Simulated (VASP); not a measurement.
## CdSe: single point with PBE

The system is CdSe.

```
Cd Se
1.0
     0.00000    2.91676    2.91676
     2.91676    0.00000    2.91676
     2.91676    2.91676    0.00000
Cd Se
1 1
Direct
  0.00000 0.00000 0.00000
  0.75000 0.75000 0.75000
```

This cell differs from its parent crystal: strain -0.050 along x and y, -0.050 along z.

| Property | Result |
| --- | --- |
| Program | VASP 6.6.1 |
| Task | single point |
| Functional | PBE |
| Potentials or basis | VASP PAW PBE potentials, release 64 (Cd, Se) |
| Cutoff | 520 eV |
| k mesh | 10 × 10 × 10 |
| Occupations | gaussian, width 0.05 eV |
| Spin | no spin polarisation |

```
Pressure               : 12.9 GPa
Band gap on the k mesh : 0.87 eV, direct
```

Levels at points of the mesh, in eV from the valence-band top:
```csv
k point,band 6,band 7,band 8,band 9,band 10,band 11,band 12,band 13
"(0.00, 0.00, 0.00)",-7.93,0.00,0.00,0.00,0.87,5.90,5.90,5.90
"(0.50, 0.00, 0.00)",-7.53,-5.20,-0.95,-0.95,2.53,6.44,6.44,7.72
"(0.50, 0.50, 0.00)",-7.45,-4.69,-2.33,-2.33,2.87,3.82,9.77,10.97
```

Wall time 21 s on 1 thread of Intel Xeon 6975P-C, on a shared host, peak memory 0.19 GiB.

Caveat: the cell differs from its parent crystal (strain -0.050 along x and y, -0.050 along z).
